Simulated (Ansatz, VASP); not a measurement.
**SiC in VASP and in Ansatz**

```xyz
8
Lattice="3.0941 0.0000 0.0000 -1.5471 2.6796 0.0000 0.0000 0.0000 10.1293" Properties=species:S:1:pos:R:3 pbc="T T T"
Si    1.5471    0.8932    9.4997
Si    0.0000    1.7864    4.4351
Si    0.0000    0.0000    6.9680
Si    0.0000    0.0000    1.9033
C     1.5471    0.8932    7.6951
C     0.0000    1.7864    2.6304
C     0.0000    0.0000    5.1692
C     0.0000    0.0000    0.1045
```

Change from the starting cell: all C atoms moved +0.100 Å, as atom 5 along Cartesian [0 0 1].

Alike in both runs: task single point; functional PBE; k mesh 12 × 12 × 4; occupations gaussian, width 0.05 eV; no spin polarisation.

|  | VASP | Ansatz |
| --- | --- | --- |
| version | VASP 6.6.1 | Ansatz 0.2.0 |
| potentials or method | VASP PAW PBE potentials, release 64 (Si, C), cutoff 520 eV | scalar-relativistic, plane waves, PAW |
| valence electrons in the cell | 32 | 32 |

Ansatz gave:

* gap on the k mesh at the Fermi level (eV): 1.85
* least direct gap on the mesh (eV): 2.92
* pressure (GPa): 1.2
* traceless stress, the component that is largest in VASP (GPa): 8.81
* rms of the force components (eV/Å): 1.273

Question: What did VASP give for the same quantities?

Answer: gap on the k mesh at the Fermi level (eV): 1.85; least direct gap on the mesh (eV): 2.92; pressure (GPa): 1.2; traceless stress, the component that is largest in VASP (GPa): 8.81; rms of the force components (eV/Å): 1.272.

Atom by atom the forces differ by 0.001 eV/Å (rms over components).
